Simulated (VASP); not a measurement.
The system is GaN.

```
Ga N
1.0
     0.00000    2.02417    2.20299
     2.02417    0.00000    2.20299
     2.02417    2.02417    0.00000
Ga N
1 1
Direct
  0.00000 0.00000 0.00000
  0.50000 0.50000 0.50000
```

This cell differs from its parent crystal: epitaxial xy strain -4.0%.

Base run:

| Item | Value |
| --- | --- |
| Program | VASP 6.6.1 |
| Functional | PBE |
| Potentials or basis | VASP PAW PBE potentials, release 64 (Ga_d, N) |
| Cutoff | 520 eV |
| k mesh | 10 × 10 × 10 |
| Occupations | fermi-dirac, width 0.02 eV |
| Spin | no spin polarisation |

Its results: band gap on the k mesh 0.51 eV, indirect (least direct gap 2.97 eV); pressure 22.3 GPa.

Problem. The run is repeated on the same cell with these changes: k mesh from 10 × 10 × 10 to 6 × 6 × 6; occupations from fermi-dirac, width 0.02 eV to gaussian, width 0.01 eV. What comes out?

Solution. Band gap on the k mesh 0.58 eV, indirect (least direct gap 2.96 eV); pressure 22.2 GPa.

Caveats: some runs use coarse meshes.

A k mesh can miss the band edges.
